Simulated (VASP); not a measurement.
**Zn4HO4 (a cell with a defect): single point with PBEsol**

Zn4HO4 (a cell with a defect):

```xyz
9
Lattice="5.5148 0.0000 0.0000 0.0000 5.5148 0.0000 0.0000 0.0000 3.2430" Properties=species:S:1:pos:R:3 pbc="T T T"
Zn    1.0041    1.0041    1.6215
Zn    4.5108    4.5108    1.6215
Zn    3.7615    1.7533    0.0000
Zn    1.7533    3.7615    0.0000
O     4.5111    1.0037    1.6215
O     1.0037    4.5111    1.6215
O     3.7611    3.7611    0.0000
O     1.7537    1.7537    0.0000
H     5.5150   -3.4082    1.2972
```

```yaml
Program: VASP 6.6.1
Task: single point
Functional: PBEsol
Potentials_or_basis: VASP PAW PBE potentials, release 64 (Zn, O, H)
Cutoff: 520 eV
k_mesh: 4 × 4 × 8
Occupations: gaussian, width 0.05 eV
Spin: no spin polarisation
```

* Pressure: 7.0 GPa
* Largest force: 2.269 eV/Å
* Band gap on the k mesh: zero (an odd number of electrons rules out a gap without spin polarisation)

Forces in eV/Å, atoms in the order of the input:
```
Zn   1.717 -1.422  0.420
Zn   0.096 -0.631 -0.015
Zn  -0.625  0.441 -0.136
Zn  -0.072 -0.068  0.004
O   -0.896 -0.364  0.230
O    0.105  0.660  0.040
O   -0.150  0.041 -0.031
O    0.761 -0.223 -0.247
H   -0.936  1.565 -0.265
```

Stress tensor (GPa, compression positive):
```
 9.31 -1.74  0.35
-1.74  5.18 -0.95
 0.35 -0.95  6.36
```

Levels at points of the mesh, in eV from the Fermi level:
```tsv
k point	band 33	band 34	band 35	band 36	band 37	band 38	band 39	band 40
(0.00, 0.00, 0.00)	-2.64	-2.10	-2.03	-1.87	-1.82	2.02	3.23	3.66
(0.50, 0.00, 0.00)	-2.66	-2.37	-2.33	-2.18	-0.03	1.19	2.73	3.98
(0.00, 0.50, 0.00)	-2.68	-2.50	-2.19	-2.09	-0.45	1.27	3.13	3.94
(0.50, 0.50, 0.00)	-2.73	-2.64	-2.62	-2.60	-0.14	2.28	2.30	2.67
(0.00, 0.00, 0.50)	-3.72	-3.56	-3.26	-3.14	0.72	3.74	4.74	5.83
(0.50, 0.00, 0.50)	-3.66	-3.37	-2.98	-2.84	0.47	3.94	4.29	4.69
(0.00, 0.50, 0.50)	-3.61	-3.38	-3.04	-2.85	0.27	3.77	3.96	4.75
(0.50, 0.50, 0.50)	-3.21	-3.17	-3.16	-3.05	-0.22	3.23	3.93	3.98
```

Run time: 11 min on 1 thread of AMD EPYC 7R13, with other jobs on the host, peak memory 0.33 GiB.

Caveat: the PAW data sets were made with another functional, which shifts forces and pressure a little; an odd number of electrons without spin polarisation forces a metal; a magnetic or distorted state may lie lower.
